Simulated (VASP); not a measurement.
# MgI2 (P-1) in VASP: single point with PBEsol

Aim: the single point of MgI2 with PBEsol.

Everything below comes from runs of VASP 6.6.1. Logs are shortened: lines on timing, memory, paths and dates and some standing lists are left out, and cuts for length are marked.

## (1) The cell of the first run

The typed cell holds 3 atoms: a = 4.154 Å, b = 4.136 Å, c = 6.862 Å, α = 89.79°, β = 89.43°, γ = 119.57°.

## (2) Single point, PBEsol (equal xy, yz and zx shear strains of +1 %)

INCAR reads:

```
SYSTEM = MgI2
  ALGO = Normal
  EDIFF = 1E-6
  ENCUT = 520
  GGA = PS
  ISIF = 2
  ISMEAR = -1
  LASPH = .True.
  LCHARG = .False.
  LREAL = .False.
  LWAVE = .False.
  NBANDS = 15
  NELM = 60
  PREC = Accurate
  SIGMA = 0.03
```

KPOINTS reads:

```
k-points
0
Gamma
  7 7 4
  0 0 0
```

POSCAR reads:

```
MgI2
1.0
    4.1537001214      0.0207685006      0.0207685006
   -2.0588640116      3.5868255745      0.0076017988
    0.0343100000      0.0343100000      6.8620000000
Mg I
1 2
Direct
    0.0000000000      0.0000000000      0.0000000000
    0.3333333333      0.6666666667      0.7576300000
    0.6666666667      0.3333333333      0.2423700000
```

Potentials or basis: VASP PAW PBE potentials, release 64 (Mg, I).

The run is started by

```
$ cat potpaw_PBE.64/Mg/POTCAR potpaw_PBE.64/I/POTCAR > POTCAR
$ mpirun -np 1 vasp_std > vasp.out
```

OUTCAR:

```text
SYSTEM = MgI2
   EDIFF = 1E-6
   ENCUT = 520
   GGA = PS
   ISIF = 2
   ISMEAR = -1
   LASPH = .True.
   LREAL = .False.
   NELM = 60
   PREC = Accurate

 ion  position               nearest neighbor table
   1  0.000  0.000  0.000-   2 2.90   3 2.90   3 2.90   2 2.90   3 2.95   2 2.95
   2  0.333  0.667  0.758-   1 2.90   1 2.90   1 2.95
   3  0.667  0.333  0.242-   1 2.90   1 2.90   1 2.95

  LATTYP: Found a triclinic cell.
 ALAT       =     4.1717955620
 B/A-ratio  =     0.9913558883
 C/A-ratio  =     1.6448964111
 COS(alpha) =     0.0036852528
 COS(beta)  =     0.0136346634
 COS(gamma) =     0.5000188430

  Lattice vectors:

 A1 = (   2.0948361098,   3.6075940751,   0.0283702994)
 A2 = (  -2.0588640116,   3.5868255745,   0.0076017988)
 A3 = (   0.0343100000,   0.0343100000,   6.8620000000)

Analysis of symmetry for initial positions (statically):
=====================================================================
 Subroutine PRICEL returns:
 Original cell was already a primitive cell.

 Routine SETGRP: Setting up the symmetry group for a
 triclinic supercell.

 Subroutine GETGRP returns: Found  2 space group operations
 (whereof  2 operations were pure point group operations)
 out of a pool of  2 trial point group operations.

The static configuration has the point symmetry S_2 .

Analysis of symmetry for dynamics (positions and initial velocities):
=====================================================================
 Subroutine PRICEL returns:
 Original cell was already a primitive cell.

 Routine SETGRP: Setting up the symmetry group for a
 triclinic supercell.

 Subroutine GETGRP returns: Found  2 space group operations
 (whereof  2 operations were pure point group operations)
 out of a pool of  2 trial point group operations.

The dynamic configuration has the point symmetry S_2 .

 Subroutine INISYM returns: Found  2 space group operations
 (whereof  2 operations are pure point group operations),
 and found     1 'primitive' translations

----------------------------------------------------------------------------------------

                                     Primitive cell

  volume of cell :     102.5225

  direct lattice vectors                    reciprocal lattice vectors
     4.153700121  0.020768501  0.020768501     0.240069623  0.137805717 -0.001889377
    -2.058864012  3.586825575  0.007601799    -0.001383120  0.278007067 -0.001383120
     0.034310000  0.034310000  6.862000000    -0.000725061 -0.000725061  0.145737358

  length of vectors
     4.153803963  4.135734095  6.862171548     0.276816562  0.278013948  0.145740966

  position of ions in fractional coordinates (direct lattice)
     0.000000000  0.000000000  0.000000000
     0.333333333  0.666666667  0.757630000
     0.666666667  0.333333333  0.242370000

  ion indices of the primitive-cell ions
   primitive index   ion index
                 1           1
                 2           2
                 3           3

----------------------------------------------------------------------------------------

 KPOINTS: k-points

Automatic generation of k-mesh.
 Grid dimensions read from file:
 generate k-points for:    7    7    4

 Generating k-lattice:

  Cartesian coordinates                     Fractional coordinates (reciprocal lattice)
     0.034295660  0.019686531 -0.000269911     0.142857143 -0.000000000  0.000000000
    -0.000197589  0.039715295 -0.000197589    -0.000000000  0.142857143  0.000000000
    -0.000181265 -0.000181265  0.036434340     0.000000000  0.000000000  0.250000000

  Length of vectors
     0.039545223  0.039716278  0.036435241

  Shift w.r.t. Gamma in fractional coordinates (k-lattice)
     0.000000000  0.000000000  0.000000000

 Subroutine IBZKPT returns following result:
 ===========================================

 Found     99 irreducible k-points:

 Following reciprocal coordinates:
            Coordinates               Weight
  0.000000  0.000000  0.000000      1.000000
  0.142857  0.000000 -0.000000      2.000000
  0.285714 -0.000000 -0.000000      2.000000
  0.428571 -0.000000  0.000000      2.000000
 -0.000000  0.142857 -0.000000      2.000000
  0.142857  0.142857  0.000000      2.000000
[... 16 lines left out ...]
 -0.428571  0.428571 -0.000000      2.000000
 -0.285714  0.428571 -0.000000      2.000000
 [... further k-points ...]
   k-points           NKPTS =     99   k-points in BZ     NKDIM =     99   number of bands    NBANDS=     15
   number of dos      NEDOS =    301   number of ions     NIONS =      3
   total plane-waves  NPLWV =  55296
   dimension x,y,z NGX =    32 NGY =   32 NGZ =   54
   dimension x,y,z NGXF=    64 NGYF=   64 NGZF=  108
   ions per type =               1   2
   NGX,Y,Z   is equivalent  to a cutoff of  12.81, 12.86, 13.08 a.u.
   NGXF,Y,Z  is equivalent  to a cutoff of  25.61, 25.73, 26.16 a.u.
 SYSTEM =  MgI2
   PREC   = accura    normal or accurate (medium, high low for compatibility)
   ISTART =      0    job   : 0-new  1-cont  2-samecut
   ICHARG =      2    charge: 1-file 2-atom 10-const
   ISPIN  =      1    spin polarized calculation?
   LNONCOLLINEAR =      F non collinear calculations
   LSORBIT =      F    spin-orbit coupling
   LASPH  =      T    aspherical Exc in radial PAW
   ENCUT  =  520.0 eV  38.22 Ry    6.18 a.u.   7.72  7.69 12.76*2*pi/ulx,y,z
   NELM   =     60;   NELMIN=  2; NELMDL= -5     # of ELM steps
   EDIFF  = 0.1E-05   stopping-criterion for ELM
   LREAL  =      F    real-space projection
   EDIFFG = 0.1E-04   stopping-criterion for IOM
   NSW    =      0    number of steps for IOM
   IBRION =     -1    ionic relax: 0-MD 1-quasi-New 2-CG
   NFREE  =      0    steps in history (QN), initial steepest desc. (CG)
   ISIF   =      2    stress and relaxation
   ISYM   =      2    0-nonsym 1-usesym 2-fastsym
   POTIM  = 0.5000    time-step for ionic-motion
   TEBEG  =    0.0;   TEEND  =   0.0 temperature during run
   PSTRESS=    0.0 pullay stress
   NELECT =      16.0000    total number of electrons
   NUPDOWN=      -1.0000    fix difference up-down
   EMIN   =  10.00;   EMAX   =-10.00  energy-range for DOS
   EFERMI =   0.00;   METHOD = LEGACY
   ISMEAR =    -1;   SIGMA  =   0.03  broadening in eV -4-tet -1-fermi 0-gaus
   EFERMI_NEDOS =   21; number of points for ismear=-14 and -15
   IALGO  =     38    algorithm
   IMIX   =      4    mixing-type and parameters
     AMIX     =   0.40;   BMIX     =  1.00
     AMIX_MAG =   1.60;   BMIX_MAG =  1.00
  volume/ion in A,a.u.               =      34.17       230.62
  Fermi-wavevector in a.u.,A,eV,Ry     =   0.881404  1.665612 10.570003  0.776873
  Thomas-Fermi vector in A             =   2.001896
   LORBIT       =      0    0 simple, 1 ext, 2 COOP (PROOUT), +10 PAW based schemes
   GGA     = PS    functional components
   LHFCALC =     F    Hartree Fock is set to
   AEXX    =    0.0000 exact exchange contribution
   IVDW    =     0    specifies the selected vdW correction
   LEPSILON=     F    determine dielectric tensor
   LRPA    =     F    only Hartree local field effects (RPA)
 non-spin polarized calculation
  energy-cutoff  :      520.00
  volume of cell :      102.52
 maximum number of plane-waves:      2782
   NGX = 15   NGY = 15   NGZ = 25

 number of electron      16.0000001 magnetization

 Free energy of the ion-electron system (eV)
  ---------------------------------------------------
  ext. energy  EPLUGINS =         0.00000000
  ---------------------------------------------------
  free energy    TOTEN  =        -8.41860242 eV

  energy without entropy =       -8.41860242  energy(sigma->0) =       -8.41860242

 E-fermi :   2.8627     XC(G=0):  -8.3743

 val. band max:        2.2380613974   @ k =   0.0000   0.0000   0.0000
 cond. band min:       5.6763039311   @ k =  -0.4286   0.4286   0.2500
 fundamental gap:      3.4382425337
 Fermi energy:         2.8627324373

 k-point     1 :       0.0000    0.0000    0.0000
  band No.  band energies     occupation
      1      -9.8994      2.00000
      2      -9.1792      2.00000
      3      -1.3579      2.00000
      4       1.7375      2.00000
      5       1.7721      2.00000
      6       2.1267      2.00000
      7       2.1586      2.00000
      8       2.2381      2.00000
      9       5.8059      0.00000
     10       6.8561      0.00000
     11       8.7783      0.00000
     12       8.9369      0.00000
     13       9.6197      0.00000
     14      10.2576      0.00000
     15      10.3455      0.00000

 k-point     2 :       0.1429    0.0000   -0.0000
  band No.  band energies     occupation
      1      -9.7951      2.00000
      2      -9.1269      2.00000
      3      -1.2141      2.00000
      4       0.9601      2.00000
      5       1.4581      2.00000
      6       1.5256      2.00000
      7       2.1084      2.00000
      8       2.1656      2.00000
      9       6.5630      0.00000
     10       7.5074      0.00000
     11       8.1912      0.00000
     12       9.2194      0.00000
     13       9.5026      0.00000
     14      10.1574      0.00000
     15      10.6268      0.00000

 k-point     3 :       0.2857   -0.0000   -0.0000
  band No.  band energies     occupation
      1      -9.5273      2.00000
      2      -9.0191      2.00000
      3      -0.9397      2.00000
      4      -0.2230      2.00000
      5       0.4470      2.00000
      6       1.1299      2.00000
      7       1.8824      2.00000
      8       1.9514      2.00000
      9       6.4639      0.00000
     10       7.6088      0.00000
     11       8.3182      0.00000
     12       9.3641      0.00000
     13       9.4774      0.00000
     14      10.4124      0.00000
     15      11.0598      0.00000
[... 343 lines left out ...]
 k-point    23 :      -0.4286    0.4286   -0.0000
  band No.  band energies     occupation
      1      -9.2287      2.00000
      2      -8.9527      2.00000
      3      -1.3216      2.00000
      4      -0.5738      2.00000
      5       0.2444      2.00000
      6       0.8151      2.00000
      7       1.4232      2.00000
      8       1.7548      2.00000
      9       5.8470      0.00000
     10       7.4263      0.00000
     11       7.7033      0.00000
     12       9.0973      0.00000
     13      10.1430      0.00000
     14      11.2246      0.00000
     15      11.9371      0.00000

 k-point    24 :      -0.2857    0.4286   -0.0000
  band No.  band energies     occupation
      1      -9.3106      2.00000
      2      -8.9523      2.00000
      3      -1.0299      2.00000
      4      -0.3912      2.00000
      5       0.0629      2.00000
      6       0.7762      2.00000
      7       1.3392      2.00000
      8       1.6655      2.00000
      9       6.4396      0.00000
     10       8.1347      0.00000
     11       8.2596      0.00000
     12       9.0628      0.00000
     13       9.7726      0.00000
     14      10.0842      0.00000
     15      11.2927      0.00000

 [... further k-points ...]
[... 5 lines left out ...]
  --------------------------------------------------------------------------------------
  -------------------------------------------------------------------------------------
  Total       -0.2260188     -0.2001584      0.0409029     -0.1125607     -0.1028125     -0.1151562
  in kB       -3.5321240     -3.1279897      0.6392136     -1.7590497     -1.6067093     -1.7996111
  external PRESSURE =      -2.0069667 kB  Pullay stress =       0.0000000 kB

 VOLUME and BASIS-vectors are now :
 -----------------------------------------------------------------------------
  energy-cutoff  :      520.00
  volume of cell :      102.52
      direct lattice vectors                 reciprocal lattice vectors
     4.153700121  0.020768501  0.020768501     0.240069623  0.137805717 -0.001889377
    -2.058864012  3.586825575  0.007601799    -0.001383120  0.278007067 -0.001383120
     0.034310000  0.034310000  6.862000000    -0.000725061 -0.000725061  0.145737358

 POSITION                                       TOTAL-FORCE (eV/Angst)
 -----------------------------------------------------------------------------------
      0.00000      0.00000      0.00000        -0.000000     -0.000000      0.000000
      0.03798      2.42413      5.21085         0.029496      0.026399      0.035746
      2.09116      1.21777      1.67952        -0.029496     -0.026399     -0.035746
 -----------------------------------------------------------------------------------
    total drift:                               -0.000000      0.000000     -0.000000

  FREE ENERGIE OF THE ION-ELECTRON SYSTEM (eV)
  ---------------------------------------------------
  free  energy   TOTEN  =        -8.4186024220 eV

  energy  without entropy=       -8.4186024220  energy(sigma->0) =       -8.41860242
```

Run time: 3.9 min. Hardware: 1 thread of Oxide Virtual Turin-like, shared host; peak memory 0.29 GiB.

What came out:

| Item | Value |
| --- | --- |
| Free energy | -8.4186 eV |
| Pressure | -0.2 GPa |
| Largest force | 0.053 eV/Å |
| Band gap on the k mesh | 3.44 eV, indirect (least direct gap 3.57 eV) |

Forces in eV/Å, atoms in the order of the input:
```
Mg   0.000  0.000  0.000
I    0.029  0.026  0.036
I   -0.029 -0.026 -0.036
```

Stress tensor (GPa, compression positive):
```
-0.35 -0.18 -0.18
-0.18 -0.31 -0.16
-0.18 -0.16  0.06
```

Caveat: the cell differs from its parent crystal (equal xy, yz and zx shear strains of +1 %); the PAW data sets were made with another functional, which shifts forces and pressure a little; spin-orbit coupling is left out, which moves the levels of the heavy elements. A k mesh can miss the band edges.
